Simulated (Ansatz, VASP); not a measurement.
## TaSi2 in VASP and in Ansatz

```
CELL_PARAMETERS angstrom
4.80510 0.00000 0.00000
-2.40255 4.16134 0.00000
0.00000 0.00000 6.59887
ATOMIC_POSITIONS crystal
Ta 0.50000 0.00000 0.50000
Ta 0.50000 0.50000 0.83333
Ta 0.00000 0.50000 0.16667
Si 0.15892 0.31784 0.50000
Si 0.84108 0.15892 0.83333
Si 0.68216 0.84108 0.16667
Si 0.84108 0.68216 0.50000
Si 0.15892 0.84108 0.83333
Si 0.31784 0.15892 0.16667
```

Alike in both runs: task relaxation of cell and atoms; functional PBEsol; k mesh 9 × 9 × 6; occupations gaussian, width 0.1 eV; no spin polarisation.

```csv
,VASP,Ansatz
version,VASP 6.6.1,Ansatz 0.2.0
potentials or method,"VASP PAW PBE potentials, release 64 (Ta_pv, Si), cutoff 600 eV","scalar-relativistic, plane waves, PAW"
valence electrons in the cell,57,63
```

Ansatz gave:

- gap on the k mesh at the Fermi level, each at its own relaxed structure (eV): none
- relaxed volume (Å³/atom): 14.30
- relaxed cell length with the largest relative difference (Å): 4.761

Q: What did VASP give for the same quantities?

A: gap on the k mesh at the Fermi level, each at its own relaxed structure (eV): none; relaxed volume (Å³/atom): 14.32; relaxed cell length with the largest relative difference (Å): 4.763.

VASP's potentials were made for PBE, not for PBEsol. A gap of «none» marks a metal or a gap that the smearing closes. VASP's potentials hold 57 valence electrons a cell and Ansatz's 63, so a difference there can come from the potentials and not from the codes.

Neither program's run includes spin-orbit coupling.
